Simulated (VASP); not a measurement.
# Sb (R-3m) in VASP: single point with PBE

Aim: the single point of Sb with PBE.

Everything below comes from runs of VASP 6.6.1. Logs are shortened: lines on timing, memory, paths and dates and some standing lists are left out, and cuts for length are marked.

## Step 1: The cell of the first run

The structure is trigonal, space group R-3m (No. 166). Conventional cell: a = 4.378 Å, b = 4.378 Å, c = 11.590 Å, α = 90.00°, β = 90.00°, γ = 120.00°. Within 3.9 Å of Sb (site symmetry 3m) lie 6 Sb at 2.95 to 3.45 Å.

## Step 2: Single point, PBE, non-collinear spin, zero start, spin-orbit coupling

Contents of INCAR:

```
SYSTEM = Sb
ALGO     = Normal         ! electronic algorithm
EDIFF    = 1E-7           ! SCF threshold, eV
ENCUT    = 520            ! plane-wave cutoff, eV
GGA      = PE             ! functional
GGA_COMPAT= .False.      
ISIF     = 2              ! what is computed and relaxed
ISMEAR   = 0              ! smearing method
LASPH    = .True.         ! aspherical terms in the spheres
LCHARG   = .False.        ! write CHGCAR
LORBIT   = 11             ! projections on sites
LORBMOM  = .True.       
LREAL    = .False.        ! projectors in reciprocal space
LSORBIT  = .True.         ! spin-orbit coupling
LWAVE    = .False.        ! write WAVECAR
MAGMOM   = 0 0 0 0 0 0    ! initial moments
NBANDS   = 22             ! bands
NELM     = 150            ! most SCF steps
PREC     = Accurate       ! precision mode
SIGMA    = 0.05           ! smearing width, eV
```

Contents of KPOINTS:

```
k-points
0
Gamma
  12 12 12
  0 0 0
```

Contents of POSCAR:

```
Sb
1.0
    2.1887907033      1.2636989017      3.8634305555
   -2.1887907033      1.2636989017      3.8634305555
    0.0000000000     -2.5273978035      3.8634305555
Sb
2
Direct
    0.2323113847      0.2323113847      0.2323113847
    0.7676886153      0.7676886153      0.7676886153
```

Potentials or basis: VASP PAW PBE potentials, release 64 (Sb).

Started as:

```console
$ cat potpaw_PBE.64/Sb/POTCAR > POTCAR
$ mpirun -np 1 vasp_ncl > vasp.out
```

OUTCAR:

```text
SYSTEM = Sb
   EDIFF = 1E-7
   ENCUT = 520
   GGA = PE
   ISIF = 2
   ISMEAR = 0
   LASPH = .True.
   LORBIT = 11
   LREAL = .False.
   LSORBIT = .True.
   NELM = 150
   PREC = Accurate

 ion  position               nearest neighbor table
   1  0.232  0.232  0.232-   2 2.95   2 2.95   2 2.95   2 3.45   2 3.45   2 3.45
   2  0.768  0.768  0.768-   1 2.95   1 2.95   1 2.95   1 3.45   1 3.45   1 3.45

  LATTYP: Found a trigonal (rhomboedric) cell.
 ALAT       =     4.6166909485
 COS(alpha) =     0.5504511814

  Lattice vectors:

 A1 = (   2.1887907033,   1.2636989017,   3.8634305555)
 A2 = (  -2.1887907033,   1.2636989017,   3.8634305555)
 A3 = (   0.0000000000,  -2.5273978035,   3.8634305555)

Analysis of symmetry for initial positions (statically):
=====================================================================
 Subroutine PRICEL returns:
 Original cell was already a primitive cell.

 Routine SETGRP: Setting up the symmetry group for a
 trigonal (rhombohedral) supercell.

 Subroutine GETGRP returns: Found 12 space group operations
 (whereof 12 operations were pure point group operations)
 out of a pool of 12 trial point group operations.

The static configuration has the point symmetry D_3d.

Analysis of symmetry for dynamics (positions and initial velocities):
=====================================================================
 Subroutine PRICEL returns:
 Original cell was already a primitive cell.

 Routine SETGRP: Setting up the symmetry group for a
 trigonal (rhombohedral) supercell.

 Subroutine GETGRP returns: Found 12 space group operations
 (whereof 12 operations were pure point group operations)
 out of a pool of 12 trial point group operations.

The dynamic configuration has the point symmetry D_3d.

Analysis of structural, dynamic, and magnetic symmetry:
=====================================================================
 Subroutine PRICEL returns:
 Original cell was already a primitive cell.

 Routine SETGRP: Setting up the symmetry group for a
 trigonal (rhombohedral) supercell.

 Subroutine GETGRP returns: Found 12 space group operations
 (whereof 12 operations were pure point group operations)
 out of a pool of 12 trial point group operations.

The overall configuration has the point symmetry D_3d.

 Subroutine INISYM returns: Found 12 space group operations
 (whereof 12 operations are pure point group operations),
 and found     1 'primitive' translations

----------------------------------------------------------------------------------------

                                     Primitive cell

  volume of cell :      64.1169

  direct lattice vectors                    reciprocal lattice vectors
     2.188790703  1.263698902  3.863430555     0.228436643  0.131887957  0.086279106
[... 774 lines left out ...]

  FREE ENERGIE OF THE ION-ELECTRON SYSTEM (eV)
  ---------------------------------------------------
  free  energy   TOTEN  =        -8.4111212200 eV

  energy  without entropy=       -8.4109605603  energy(sigma->0) =       -8.41104089

 orbital moment (x)

 # of ion     p       d       tot
 ----------------------------------------
  1         0.000  -0.000   0.000
  2         0.000  -0.000   0.000
 ----------------------------------------
            0.000  -0.000   0.000

 orbital moment (y)

 # of ion     p       d       tot
 ----------------------------------------
  1        -0.000   0.000  -0.000
  2         0.000  -0.000   0.000
 ----------------------------------------
            0.000   0.000   0.000

 orbital moment (z)

 # of ion     p       d       tot
 ----------------------------------------
  1         0.000   0.000   0.000
  2         0.000   0.000   0.000
 ----------------------------------------
            0.000   0.000   0.000

 Spin-Orbit-Coupling matrix elements

 Ion:    1  E_soc:     -0.1391879
 l=   1
     0.0000000    -0.0232787    -0.0227445
    -0.0232787     0.0000000    -0.0232787
    -0.0227445    -0.0232787     0.0000000
 l=   2
     0.0000000    -0.0000208     0.0000000    -0.0000208    -0.0000765
    -0.0000208     0.0000000    -0.0000543    -0.0000237    -0.0000208
     0.0000000    -0.0000543     0.0000000    -0.0000543     0.0000000
    -0.0000208    -0.0000237    -0.0000543     0.0000000    -0.0000208
    -0.0000765    -0.0000208     0.0000000    -0.0000208     0.0000000
 l=   3
     0.0000000     0.0000000     0.0000000     0.0000000     0.0000000     0.0000000     0.0000000
     0.0000000     0.0000000     0.0000000     0.0000000     0.0000000     0.0000000     0.0000000
     0.0000000     0.0000000     0.0000000     0.0000000     0.0000000     0.0000000     0.0000000
     0.0000000     0.0000000     0.0000000     0.0000000     0.0000000     0.0000000     0.0000000
     0.0000000     0.0000000     0.0000000     0.0000000     0.0000000     0.0000000     0.0000000
     0.0000000     0.0000000     0.0000000     0.0000000     0.0000000     0.0000000     0.0000000
     0.0000000     0.0000000     0.0000000     0.0000000     0.0000000     0.0000000     0.0000000

 Ion:    2  E_soc:     -0.1391879
 l=   1
     0.0000000    -0.0232787    -0.0227445
    -0.0232787     0.0000000    -0.0232787
    -0.0227445    -0.0232787     0.0000000
 l=   2
     0.0000000    -0.0000208     0.0000000    -0.0000208    -0.0000765
    -0.0000208     0.0000000    -0.0000543    -0.0000237    -0.0000208
     0.0000000    -0.0000543     0.0000000    -0.0000543     0.0000000
    -0.0000208    -0.0000237    -0.0000543     0.0000000    -0.0000208
    -0.0000765    -0.0000208     0.0000000    -0.0000208     0.0000000
 l=   3
     0.0000000     0.0000000     0.0000000     0.0000000     0.0000000     0.0000000     0.0000000
     0.0000000     0.0000000     0.0000000     0.0000000     0.0000000     0.0000000     0.0000000
     0.0000000     0.0000000     0.0000000     0.0000000     0.0000000     0.0000000     0.0000000
     0.0000000     0.0000000     0.0000000     0.0000000     0.0000000     0.0000000     0.0000000
     0.0000000     0.0000000     0.0000000     0.0000000     0.0000000     0.0000000     0.0000000
     0.0000000     0.0000000     0.0000000     0.0000000     0.0000000     0.0000000     0.0000000
     0.0000000     0.0000000     0.0000000     0.0000000     0.0000000     0.0000000     0.0000000

 total charge

# of ion       s       p       d       tot
------------------------------------------
    1        1.216   1.132   0.031   2.379
    2        1.216   1.132   0.031   2.379
--------------------------------------------------
tot          2.433   2.264   0.061   4.758

 magnetization (x)

# of ion       s       p       d       tot
------------------------------------------
    1        0.000   0.000  -0.000   0.000
    2        0.000   0.000  -0.000   0.000
--------------------------------------------------
tot          0.000   0.000  -0.000   0.000

 magnetization (y)

# of ion       s       p       d       tot
------------------------------------------
    1        0.000   0.000  -0.000  -0.000
    2        0.000   0.000  -0.000  -0.000
--------------------------------------------------
tot          0.000   0.000  -0.000  -0.000

 magnetization (z)

# of ion       s       p       d       tot
------------------------------------------
    1        0.000   0.000   0.000   0.000
    2        0.000   0.000   0.000   0.000
--------------------------------------------------
tot          0.000   0.000   0.000   0.000
```

stdout:

```text
POSCAR found type information on POSCAR Sb
 POSCAR found :  1 types and       2 ions
 scaLAPACK will be used
 LDA part: xc-table for (Slater+PW92), standard interpolation
 POSCAR, INCAR and KPOINTS ok, starting setup
 FFT: planning ... GRIDC
 FFT: planning ... GRID_SOFT
 FFT: planning ... GRID
 WAVECAR not read
 entering main loop
```

It took 11 min on 1 thread of Oxide Virtual Turin-like, shared host; peak memory 0.58 GiB.

Results:

```
Free energy                                           : -8.4111 eV
Pressure                                              : 0.0 GPa
Largest force                                         : 0.041 eV/Å
Net moment                                            : 0.00 μB per cell
Valence electrons inside the program's atomic spheres : Sb 2.38
```

Forces in eV/Å, atoms in the order of the input:
```
Sb   0.000  0.000  0.041
Sb   0.000  0.000 -0.041
```

Stress tensor (GPa, compression positive):
```
 0.06  0.00  0.00
 0.00  0.06  0.00
 0.00  0.00 -0.09
```

Moments on the atoms (μB; x, y, z):
```
Sb  0.00 0.00 0.00
Sb  0.00 0.00 0.00
```
